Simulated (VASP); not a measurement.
# SiC (P6_3mc) in VASP: notebook

SiC is run at these levels: r2SCAN; tasks: single point.

Program: VASP 6.6.1. These are calculated values, not measurements. Logs are shortened: lines on timing, memory, paths and dates and some standing lists are left out, and cuts for length are marked.

## 1. The cell of the first run

Symmetry: P6_3mc, No. 186, hexagonal system. Conventional cell: a = 2.954 Å, b = 2.954 Å, c = 10.883 Å, α = 90.00°, β = 90.00°, γ = 120.00°. Within 2.4 Å of Si (site symmetry 3m) lie 4 C at 1.84 to 2.05 Å. Si (site symmetry 3m) has 4 C at 1.83 to 2.04 Å within 2.4 Å. Within 2.4 Å of C (site symmetry 3m) lie 4 Si at 1.83 to 2.05 Å. C (site symmetry 3m) has 4 Si at 1.84 to 2.04 Å within 2.4 Å.

## 2. Single point, r2SCAN (strain -0.040 along x and y, +0.080 along z)

Input file POSCAR:

```
SiC
1.0
    2.9544569615      0.0000000000      0.0000000000
   -1.4772284807      2.5586347831      0.0000000000
    0.0000000000      0.0000000000     10.8829106734
Si C
4 4
Direct
    0.6666666667      0.3333333333      0.9378376197
    0.3333333333      0.6666666667      0.4378376197
    0.0000000000      0.0000000000      0.6878931817
    0.0000000000      0.0000000000      0.1878931817
    0.6666666667      0.3333333333      0.7498040034
    0.3333333333      0.6666666667      0.2498040034
    0.0000000000      0.0000000000      0.5004641952
    0.0000000000      0.0000000000      0.0004641952
```

Input file INCAR.step1:

```
  ALGO = Normal
  EDIFF = 1E-4
  ENCUT = 520
  GGA = PE
  ISMEAR = 0
  LASPH = True
  LCHARG = False
  LREAL = False
  LWAVE = True
  NBANDS = 26
  NELM = 100
  PREC = Accurate
  SIGMA = 0.05
```

Input file INCAR.step2:

```
  ALGO = Normal
  EDIFF = 1E-6
  ENCUT = 520
  ISIF = 2
  ISMEAR = 0
  ISTART = 1
  LASPH = True
  LCHARG = True
  LELF = True
  LMIXTAU = True
  LREAL = False
  LVHAR = True
  LWAVE = False
  METAGGA = R2SCAN
  NBANDS = 26
  NELM = 100
  PREC = Accurate
  SIGMA = 0.05
```

Input file KPOINTS:

```
k-points
0
Gamma
  12 12 4
```

Potentials or basis: VASP PAW PBE potentials, release 64 (Si, C).

Command:

```
$ cat potpaw_PBE.64/Si/POTCAR potpaw_PBE.64/C/POTCAR > POTCAR
$ cp INCAR.step1 INCAR
$ mpirun -np 1 vasp_std > vasp.out
$ cp INCAR.step2 INCAR
$ mpirun -np 1 vasp_std > vasp.out
```

OUTCAR:

```text
EDIFF = 1E-6
   ENCUT = 520
   ISIF = 2
   ISMEAR = 0
   ISTART = 1
   LASPH = True
   LREAL = False
   METAGGA = R2SCAN
   NELM = 100
   PREC = Accurate

 ion  position               nearest neighbor table
   1  0.667  0.333  0.938-   8 1.84   8 1.84   8 1.84   5 2.05
   2  0.333  0.667  0.438-   7 1.84   7 1.84   7 1.84   6 2.05
   3  0.000  0.000  0.688-   5 1.83   5 1.83   5 1.83   7 2.04
   4  0.000  0.000  0.188-   6 1.83   6 1.83   6 1.83   8 2.04
   5  0.667  0.333  0.750-   3 1.83   3 1.83   3 1.83   1 2.05
   6  0.333  0.667  0.250-   4 1.83   4 1.83   4 1.83   2 2.05
   7  0.000  0.000  0.500-   2 1.84   2 1.84   2 1.84   3 2.04
   8  0.000  0.000  0.000-   1 1.84   1 1.84   1 1.84   4 2.04

  LATTYP: Found a hexagonal cell.
 ALAT       =     2.9544569615
 C/A-ratio  =     3.6835570175

  Lattice vectors:

 A1 = (   2.9544569615,   0.0000000000,   0.0000000000)
 A2 = (  -1.4772284807,   2.5586347831,   0.0000000000)
 A3 = (   0.0000000000,   0.0000000000,  10.8829106734)

Analysis of symmetry for initial positions (statically):
=====================================================================
 Subroutine PRICEL returns:
 Original cell was already a primitive cell.

 Routine SETGRP: Setting up the symmetry group for a
 hexagonal supercell.

 Subroutine GETGRP returns: Found 12 space group operations
 (whereof  6 operations were pure point group operations)
 out of a pool of 24 trial point group operations.

The static configuration has the point symmetry C_3v.
 The point group associated with its full space group is C_6v.

Analysis of symmetry for dynamics (positions and initial velocities):
=====================================================================
 Subroutine PRICEL returns:
 Original cell was already a primitive cell.

 Routine SETGRP: Setting up the symmetry group for a
 hexagonal supercell.

 Subroutine GETGRP returns: Found 12 space group operations
 (whereof  6 operations were pure point group operations)
 out of a pool of 24 trial point group operations.

The dynamic configuration has the point symmetry C_3v.
 The point group associated with its full space group is C_6v.

 Subroutine INISYM returns: Found 12 space group operations
 (whereof  6 operations are pure point group operations),
 and found     1 'primitive' translations

----------------------------------------------------------------------------------------

                                     Primitive cell

  volume of cell :      82.2680

  direct lattice vectors                    reciprocal lattice vectors
     2.954456962  0.000000000  0.000000000     0.338471676  0.195416713  0.000000000
    -1.477228481  2.558634783  0.000000000     0.000000000  0.390833427  0.000000000
     0.000000000  0.000000000 10.882910673     0.000000000  0.000000000  0.091887183

  length of vectors
     2.954456962  2.954456962 10.882910673     0.390833427  0.390833427  0.091887183

  position of ions in fractional coordinates (direct lattice)
     0.666666667  0.333333333  0.937837620
     0.333333333  0.666666667  0.437837620
     0.000000000  0.000000000  0.687893182
     0.000000000  0.000000000  0.187893182
     0.666666667  0.333333333  0.749804003
     0.333333333  0.666666667  0.249804003
     0.000000000  0.000000000  0.500464195
     0.000000000  0.000000000  0.000464195

  ion indices of the primitive-cell ions
   primitive index   ion index
                 1           1
                 2           2
                 3           3
                 4           4
                 5           5
                 6           6
                 7           7
                 8           8

----------------------------------------------------------------------------------------

 KPOINTS: k-points

Automatic generation of k-mesh.
 Grid dimensions read from file:
 generate k-points for:   12   12    4

 Generating k-lattice:

  Cartesian coordinates                     Fractional coordinates (reciprocal lattice)
     0.028205973  0.016284726  0.000000000     0.083333333  0.000000000  0.000000000
     0.000000000  0.032569452  0.000000000     0.000000000  0.083333333  0.000000000
     0.000000000  0.000000000  0.022971796     0.000000000  0.000000000  0.250000000

  Length of vectors
     0.032569452  0.032569452  0.022971796

  Shift w.r.t. Gamma in fractional coordinates (k-lattice)
     0.000000000  0.000000000  0.000000000

 Subroutine IBZKPT returns following result:
 ===========================================

 Found     57 irreducible k-points:

 Following reciprocal coordinates:
            Coordinates               Weight
  0.000000  0.000000  0.000000      1.000000
  0.083333 -0.000000  0.000000      6.000000
  0.166667  0.000000  0.000000      6.000000
  0.250000 -0.000000  0.000000      6.000000
  0.333333 -0.000000  0.000000      6.000000
  0.416667 -0.000000  0.000000      6.000000
[... 16 lines left out ...]
  0.250000 -0.000000  0.250000     12.000000
  0.333333 -0.000000  0.250000     12.000000
 [... further k-points ...]
   k-points           NKPTS =     57   k-points in BZ     NKDIM =     57   number of bands    NBANDS=     26
   number of dos      NEDOS =    301   number of ions     NIONS =      8
   total plane-waves  NPLWV =  48384
   dimension x,y,z NGX =    24 NGY =   24 NGZ =   84
   dimension x,y,z NGXF=    48 NGYF=   48 NGZF=  168
   ions per type =               4   4
   NGX,Y,Z   is equivalent  to a cutoff of  13.50, 13.50, 12.83 a.u.
   NGXF,Y,Z  is equivalent  to a cutoff of  27.01, 27.01, 25.66 a.u.
 SYSTEM =  unknown system
   PREC   = accura    normal or accurate (medium, high low for compatibility)
   ISTART =      1    job   : 0-new  1-cont  2-samecut
   ICHARG =      0    charge: 1-file 2-atom 10-const
   ISPIN  =      1    spin polarized calculation?
   LNONCOLLINEAR =      F non collinear calculations
   LSORBIT =      F    spin-orbit coupling
   LASPH  =      T    aspherical Exc in radial PAW
   ENCUT  =  520.0 eV  38.22 Ry    6.18 a.u.   5.49  5.49 20.24*2*pi/ulx,y,z
   NELM   =    100;   NELMIN=  2; NELMDL=  0     # of ELM steps
   EDIFF  = 0.1E-05   stopping-criterion for ELM
   LREAL  =      F    real-space projection
   EDIFFG = 0.1E-04   stopping-criterion for IOM
   NSW    =      0    number of steps for IOM
   IBRION =     -1    ionic relax: 0-MD 1-quasi-New 2-CG
   NFREE  =      0    steps in history (QN), initial steepest desc. (CG)
   ISIF   =      2    stress and relaxation
   ISYM   =      2    0-nonsym 1-usesym 2-fastsym
   POTIM  = 0.5000    time-step for ionic-motion
   TEBEG  =    0.0;   TEEND  =   0.0 temperature during run
   PSTRESS=    0.0 pullay stress
   NELECT =      32.0000    total number of electrons
   NUPDOWN=      -1.0000    fix difference up-down
   EMIN   =  10.00;   EMAX   =-10.00  energy-range for DOS
   EFERMI =   0.00;   METHOD = LEGACY
   ISMEAR =     0;   SIGMA  =   0.05  broadening in eV -4-tet -1-fermi 0-gaus
   EFERMI_NEDOS =   21; number of points for ismear=-14 and -15
   IALGO  =     38    algorithm
   IMIX   =      4    mixing-type and parameters
     AMIX     =   0.40;   BMIX     =  1.00
     AMIX_MAG =   1.60;   BMIX_MAG =  1.00
  volume/ion in A,a.u.               =      10.28        69.40
  Fermi-wavevector in a.u.,A,eV,Ry     =   1.195036  2.258291 19.430644  1.428112
  Thomas-Fermi vector in A             =   2.331012
   LORBIT       =      0    0 simple, 1 ext, 2 COOP (PROOUT), +10 PAW based schemes
   METAGGA = R2SCAN    functional components
   LHFCALC =     F    Hartree Fock is set to
   AEXX    =    0.0000 exact exchange contribution
   IVDW    =     0    specifies the selected vdW correction
   LEPSILON=     F    determine dielectric tensor
   LRPA    =     F    only Hartree local field effects (RPA)
 non-spin polarized calculation
 Gauss-broadening in eV      SIGMA  =   0.05
  energy-cutoff  :      520.00
  volume of cell :       82.27
 maximum number of plane-waves:      2262
 NGX is ok and might be reduce to    24
   NGX = 11   NGY = 11   NGZ = 41

 number of electron      32.0000002 magnetization

 Free energy of the ion-electron system (eV)
  ---------------------------------------------------
  ext. energy  EPLUGINS =         0.00000000
  ---------------------------------------------------
  free energy    TOTEN  =       -75.99065764 eV

  energy without entropy =      -75.99065764  energy(sigma->0) =      -75.99065764

 E-fermi :   8.5797     XC(G=0): -11.9564

 val. band max:        8.3707026024   @ k =   0.0000   0.0000   0.0000
 cond. band min:      10.2359769573   @ k =   0.5000  -0.0000   0.0000
 fundamental gap:      1.8652743549
 Fermi energy:         8.5797132514

 k-point     1 :       0.0000    0.0000    0.0000
  band No.  band energies     occupation
      1      -8.2357      2.00000
      2      -7.2378      2.00000
      3      -7.2367      2.00000
      4      -5.5070      2.00000
      5      -0.9568      2.00000
      6       2.6760      2.00000
[... 18 lines left out ...]
     25      17.2694      0.00000
     26      17.3172      0.00000

 k-point     2 :       0.0833   -0.0000    0.0000
  band No.  band energies     occupation
      1      -8.0980      2.00000
      2      -7.1037      2.00000
      3      -7.1022      2.00000
      4      -5.3830      2.00000
      5      -0.8250      2.00000
      6       2.7695      2.00000
[... 18 lines left out ...]
     25      17.1931      0.00000
     26      17.2674      0.00000

 k-point     3 :       0.1667    0.0000    0.0000
  band No.  band energies     occupation
      1      -7.6886      2.00000
      2      -6.7062      2.00000
      3      -6.7032      2.00000
      4      -5.0182      2.00000
      5      -0.4375      2.00000
      6       3.0040      2.00000
[... 572 lines left out ...]
 k-point    23 :       0.2500   -0.0000    0.2500
  band No.  band energies     occupation
      1      -6.9572      2.00000
      2      -6.4670      2.00000
      3      -5.5716      2.00000
      4      -4.6229      2.00000
      5       0.4472      2.00000
      6       2.0914      2.00000
[... 18 lines left out ...]
     25      17.6485      0.00000
     26      18.0272      0.00000

 k-point    24 :       0.3333   -0.0000    0.2500
  band No.  band energies     occupation
      1      -6.0626      2.00000
      2      -5.5946      2.00000
      3      -4.7530      2.00000
      4      -3.8957      2.00000
      5       0.8297      2.00000
      6       1.3798      2.00000
[... 18 lines left out ...]
     25      17.0634      0.00000
     26      17.4795      0.00000

 [... further k-points ...]
[... 5 lines left out ...]
  --------------------------------------------------------------------------------------
  -------------------------------------------------------------------------------------
  Total       13.5648676     13.5648676    -19.0437193      0.0000000      0.0000000      0.0000000
  in kB      264.1770645    264.1770645   -370.8782137      0.0000000      0.0000000      0.0000000
  external PRESSURE =      52.4919718 kB  Pullay stress =       0.0000000 kB

 VOLUME and BASIS-vectors are now :
 -----------------------------------------------------------------------------
  energy-cutoff  :      520.00
  volume of cell :       82.27
      direct lattice vectors                 reciprocal lattice vectors
     2.954456962  0.000000000  0.000000000     0.338471676  0.195416713  0.000000000
    -1.477228481  2.558634783  0.000000000     0.000000000  0.390833427  0.000000000
     0.000000000  0.000000000 10.882910673     0.000000000  0.000000000  0.091887183

 POSITION                                       TOTAL-FORCE (eV/Angst)
 -----------------------------------------------------------------------------------
      1.47723      0.85288     10.20640        -0.000000     -0.000000     -0.403097
     -0.00000      1.70576      4.76495         0.000000      0.000000     -0.403097
      0.00000      0.00000      7.48628        -0.000000      0.000000     -0.522107
      0.00000      0.00000      2.04482         0.000000      0.000000     -0.522107
      1.47723      0.85288      8.16005         0.000000     -0.000000      0.507376
     -0.00000      1.70576      2.71859        -0.000000      0.000000      0.507376
      0.00000      0.00000      5.44651        -0.000000      0.000000      0.417828
      0.00000      0.00000      0.00505         0.000000      0.000000      0.417828
 -----------------------------------------------------------------------------------
    total drift:                               -0.000000     -0.000000     -0.000509

  FREE ENERGIE OF THE ION-ELECTRON SYSTEM (eV)
  ---------------------------------------------------
  free  energy   TOTEN  =       -75.9906576361 eV

  energy  without entropy=      -75.9906576361  energy(sigma->0) =      -75.99065764
```

Run time: 14 min. Hardware: 1 thread of AMD EPYC 7R43 (Zen 3), shared host; peak memory 0.23 GiB.

What came out:

```
Free energy            : -75.9907 eV
Pressure               : 5.2 GPa
Largest force          : 0.522 eV/Å
Band gap on the k mesh : 1.87 eV (least direct gap 3.40 eV)
```

Forces on the atoms (eV/Å):
```
Si   0.000  0.000 -0.403
Si   0.000  0.000 -0.403
Si   0.000  0.000 -0.522
Si   0.000  0.000 -0.522
C    0.000  0.000  0.507
C    0.000  0.000  0.507
C    0.000  0.000  0.418
C    0.000  0.000  0.418
```

Caveat: the cell differs from its parent crystal (strain -0.040 along x and y, +0.080 along z); the stress differs along the axes, from -37 to 26 GPa; the PAW data sets were made with another functional, which shifts forces and pressure a little.

## 3. Single point, r2SCAN (strain +0.000 along x and y, +0.040 along z)

Edit POSCAR of step 2 so:

```diff
@@ -2,5 +2,5 @@
 1.0
-    2.9544569615      0.0000000000      0.0000000000
-   -1.4772284807      2.5586347831      0.0000000000
-    0.0000000000      0.0000000000     10.8829106734
+    3.0775593349      0.0000000000      0.0000000000
+   -1.5387796674      2.6652445657      0.0000000000
+    0.0000000000      0.0000000000     10.4798399077
 Si C
```

Input file INCAR.step1:

```
SYSTEM = SiC
PREC     = Accurate       ! precision mode
ENCUT    = 520            ! plane-wave cutoff, eV
ISMEAR   = 0              ! smearing method
SIGMA    = 0.05           ! smearing width, eV
LREAL    = .False.        ! projectors in reciprocal space
LASPH    = .True.         ! aspherical terms in the spheres
NELM     = 80             ! most SCF steps
NBANDS   = 26             ! bands
GGA      = PE             ! functional
ALGO     = Normal         ! electronic algorithm
EDIFF    = 1E-4           ! SCF threshold, eV
LWAVE    = .True.         ! write WAVECAR
LCHARG   = .False.        ! write CHGCAR
```

Input file INCAR.step2:

```
SYSTEM = SiC
PREC     = Accurate       ! precision mode
ENCUT    = 520            ! plane-wave cutoff, eV
EDIFF    = 1E-6           ! SCF threshold, eV
ISMEAR   = 0              ! smearing method
SIGMA    = 0.05           ! smearing width, eV
LREAL    = .False.        ! projectors in reciprocal space
LASPH    = .True.         ! aspherical terms in the spheres
NELM     = 80             ! most SCF steps
ALGO     = Normal         ! electronic algorithm
ISIF     = 2              ! what is computed and relaxed
LWAVE    = .False.        ! write WAVECAR
LCHARG   = .False.        ! write CHGCAR
METAGGA  = R2SCAN         ! meta-GGA
LMIXTAU  = .True.       
NBANDS   = 26             ! bands
ISTART   = 1
```

Input file KPOINTS:

```
regular mesh
0
Gamma
  12 12 4
  0 0 0
```

Potentials or basis: VASP PAW PBE potentials, release 64 (Si, C).

Command:

```
$ cat potpaw_PBE.64/Si/POTCAR potpaw_PBE.64/C/POTCAR > POTCAR
$ cp INCAR.step1 INCAR
$ mpirun -np 1 vasp_std > vasp.out
$ cp INCAR.step2 INCAR
$ mpirun -np 1 vasp_std > vasp.out
```

It took 12 min on 1 thread of AMD EPYC 7R43 (Zen 3), shared host; peak memory 0.23 GiB.

Results (log left out):

- Free energy: -77.0783 eV
- Pressure: -7.9 GPa
- Largest force: 0.214 eV/Å
- Band gap on the k mesh: 2.39 eV (least direct gap 3.68 eV)

Forces in eV/Å, atoms in the order of the input:
```
Si   0.000  0.000 -0.152
Si   0.000  0.000 -0.152
Si   0.000  0.000 -0.214
Si   0.000  0.000 -0.214
C    0.000  0.000  0.197
C    0.000  0.000  0.197
C    0.000  0.000  0.168
C    0.000  0.000  0.168
```

Stress tensor (GPa, compression positive):
```
 -1.31   0.00   0.00
  0.00  -1.31   0.00
  0.00   0.00 -21.10
```

Levels at points of the mesh, in eV from the valence-band top:
| k point | band 13 | band 14 | band 15 | band 16 | band 17 | band 18 | band 19 | band 20 |
| --- | --- | --- | --- | --- | --- | --- | --- | --- |
| (0.00, 0.00, 0.00) | -0.52 | -0.27 | 0.00 | 0.00 | 5.62 | 5.90 | 6.36 | 6.92 |
| (0.50, 0.00, 0.00) | -2.39 | -2.38 | -1.77 | -1.29 | 2.39 | 2.79 | 4.69 | 4.80 |
| (0.00, 0.00, 0.50) | -0.18 | -0.18 | -0.18 | -0.18 | 6.03 | 6.03 | 7.10 | 7.10 |
| (0.50, 0.00, 0.50) | -2.62 | -2.62 | -1.66 | -1.66 | 3.02 | 3.02 | 4.47 | 4.47 |

Caveat: the cell differs from its parent crystal (strain +0.000 along x and y, +0.040 along z); the stress differs along the axes, from -21 to -1 GPa; the PAW data sets were made with another functional, which shifts forces and pressure a little.
